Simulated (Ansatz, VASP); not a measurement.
TaN in VASP and in Ansatz

INCAR

```
SYSTEM = TaN
  ALGO = Normal
  EDIFF = 1E-8
  ENCUT = 520
  GGA = PS
  ISIF = 2
  ISMEAR = -1
  ISPIN = 2
  LASPH = .TRUE.
  LCHARG = .FALSE.
  LEFG = .TRUE.
  LMAXMIX = 4
  LORBIT = 11
  LREAL = .FALSE.
  LWAVE = .FALSE.
  MAGMOM = 2 0
  NBANDS = 19
  NELM = 150
  PREC = Accurate
  SIGMA = 0.05
```

The input KPOINTS:

```
k-points
0
G
  18 18 16
  0 0 0
```

POSCAR

```
TaN
1.0
    2.9379988584      0.0000000000      0.0000000000
   -1.4689994292      2.5443816477      0.0000000000
    0.0000000000      0.0000000000      2.8830000000
Ta N
1 1
Direct
    0.3333333333      0.6666666667      0.5000000000
    0.0000000000      0.0000000000      0.0000000000
```

Input for Ansatz:

```yaml
crystal:
  lattice:
    - [2.9379988584, 0.0, 0.0]
    - [-1.4689994292, 2.5443816477, 0.0]
    - [0.0, 0.0, 2.883]
  atoms:
    - { symbol: Ta, position: [0.3333333333, 0.6666666667, 0.5], spin: 2.0 }
    - { symbol: "N", position: [0.0, 0.0, 0.0] }
magnetization:
  spin_polarized: true
kpoints:
  mp_grid: { grid: [18, 18, 16] }
scf:
  occupations: { method: fermi_dirac, width: 0.05 }
hamiltonian:
  xc: pbesol
  pseudopotentials: { kind: paw }
output:
  forces: true
  stress: true
  populations: true
  efg:
    quadrupole_moments_barn: { Ta: 3.17, "N": 0.02044 }
    contact_densities: true
```

Alike in both runs: task electric field gradients; functional PBEsol; k mesh 18 × 18 × 16; occupations fermi-dirac, width 0.05 eV; collinear spin.

|  | VASP | Ansatz |
| --- | --- | --- |
| version | VASP 6.6.1 | Ansatz 0.2.0 |
| potentials or method | VASP PAW PBE potentials, release 64 (Ta_pv, N) | plane-wave PAW, scalar-relativistic |
| plane-wave cutoff (eV) | 520 | 420 |
| valence electrons in the cell | 16 | 18 |

Ansatz gave:

| Item | Value |
| --- | --- |
| pressure (GPa) | -4.9 |
| traceless stress, the component that is largest in VASP (GPa) | -0.15 |
| net moment per atom (μB) | 0.00 |
| size of Vzz on the site where it differs most (V/Å²) | 51.0 |

Q: Which values does VASP return?

A: Pressure (GPa): -4.1; traceless stress, the component that is largest in VASP (GPa): -0.02; net moment per atom (μB): 0.00; size of Vzz on the site where it differs most (V/Å²): 18.9.

VASP's potentials were made for PBE, not for PBEsol. The functional is the same, so the differences come from potentials, cutoffs and numerics. VASP's potentials hold 16 valence electrons a cell and Ansatz's 18, so a difference there can come from the potentials and not from the codes. Ansatz's warnings: seeded moment not kept.

Spin-orbit coupling is off throughout.
